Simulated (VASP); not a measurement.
**H15C2NO6: single point with PBE+D3(BJ)**

The system is H15C2NO6.

```
O H C N
1.0
     6.64714    0.00000    0.00000
     0.00000    6.64714    0.00000
     0.00000    0.00000    6.64714
O H C N
6 15 2 1
Direct
  0.93020 0.31776 0.31213
  0.09786 0.47241 0.84638
  0.45561 0.66323 0.64428
  0.13723 0.00483 0.24016
  0.81737 0.18613 0.77829
  0.39837 0.17749 0.63053
  0.94281 0.30956 0.17015
  0.97094 0.19049 0.36014
  0.00764 0.37725 0.78417
  0.22786 0.39877 0.83207
  0.53226 0.79928 0.65916
  0.31735 0.69792 0.67622
  0.21038 0.10314 0.18170
  0.11005 0.90694 0.12447
  0.78443 0.18202 0.91627
  0.72121 0.24922 0.69628
  0.36658 0.29592 0.54948
  0.34473 0.05256 0.55597
  0.71938 0.67671 0.26712
  0.74754 0.69425 0.01698
  0.52417 0.79206 0.13674
  0.65048 0.67501 0.13547
  0.55197 0.48541 0.11358
  0.45684 0.33702 0.13204
```

```yaml
Program: VASP 6.6.1
Task: single point
Functional: PBE
Dispersion: D3(BJ)
Potentials_or_basis: VASP PAW PBE potentials, release 64 (O, H, C, N)
Cutoff: 520 eV
k_mesh: 1 × 1 × 1
Occupations: fermi-dirac, width 0.05 eV
Spin: no spin polarisation
```

```
Pressure                   : 1.6 GPa
Largest force              : 5.890 eV/Å
Band gap on the k mesh     : 4.31 eV
Dispersion energy per atom : -0.033 eV
```

Forces in eV/Å, atoms in the order of the input:
```
O   -1.028  2.128  0.993
O    1.720  0.270  0.208
O    1.633  2.474  0.167
O   -2.464 -5.349  0.091
O    2.527 -1.158 -0.628
O   -0.677 -1.742 -0.766
H    0.338  0.098 -1.047
H    0.403 -1.434  0.342
H   -0.924 -0.596 -0.362
H   -0.650  0.541  0.376
H   -1.205 -2.349 -0.227
H   -0.376 -0.156  0.156
H    2.855  3.615 -1.961
H    0.343  1.094  1.703
H   -1.097  0.200  1.068
H   -1.843  0.619 -0.549
H   -0.042 -0.411 -0.288
H    0.585  2.283  0.710
H    2.347  0.118  4.169
H    1.757  0.737 -2.031
H    1.039 -0.511 -0.135
C   -4.474  0.534 -2.321
C   -1.557 -2.019  0.930
N    0.792  1.014 -0.597
```

Stress tensor (GPa, compression positive):
```
 2.22 -0.42  0.09
-0.42 -0.76 -1.88
 0.09 -1.88  3.21
```

Levels at points of the mesh, in eV from the valence-band top:
| k point | band 28 | band 29 | band 30 | band 31 | band 32 | band 33 | band 34 | band 35 | band 36 | band 37 |
| --- | --- | --- | --- | --- | --- | --- | --- | --- | --- | --- |
| (0.00, 0.00, 0.00) | -0.76 | -0.67 | -0.64 | -0.06 | 0.00 | 4.31 | 5.97 | 6.19 | 6.81 | 7.29 |

Wall time 38 s on 1 thread of Intel(R) Xeon(R) Platinum 8259CL CPU @ 2.50GHz (Skylake/Cascade Lake), with other jobs on the host, peak memory 0.33 GiB.

Caveat: the k points lie up to 0.95 Å⁻¹ apart.
